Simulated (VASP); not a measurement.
Crystal: Rh.

```
Rh
1.0
     0.00000    1.94465    1.94465
     1.94465    0.00000    1.94465
     1.94465    1.94465    0.00000
Rh
1
Direct
  0.00000 0.00000 0.00000
```

```yaml
Program: VASP 6.6.1
Task: relaxation of cell and atoms
Functional: PBE
Potentials_or_basis: VASP PAW PBE potentials, release 64 (Rh_pv)
Cutoff: 600 eV
k_mesh: 8 × 8 × 8
Occupations: gaussian, width 0.1 eV
Spin: no spin polarisation
```

At the start: pressure -9.8 GPa; volume 14.71 Å³/atom.

Task: How do energy, volume and symmetry change on relaxing?

Result: Over 3 steps the energy falls by 20.1 meV/atom and the volume is 14.10 Å³/atom (-4.1 %); space group Fm-3m (No. 225, to 0.05 Å).

Step by step:
```tsv
step	energy change (eV)	largest force (eV/Å)	pressure (GPa)	volume (Å³)
1	0.0000	0.0000	-9.83	14.71
2	0.0806	0.0000	29.12	12.87
3	-0.0201	0.0000	-0.40	14.10
```

Final structure:
```xyz
1
Lattice="0.0000 1.9177 1.9177 1.9177 0.0000 1.9177 1.9177 1.9177 0.0000" Properties=species:S:1:pos:R:3 pbc="T T T"
Rh    0.0000    0.0000    0.0000
```
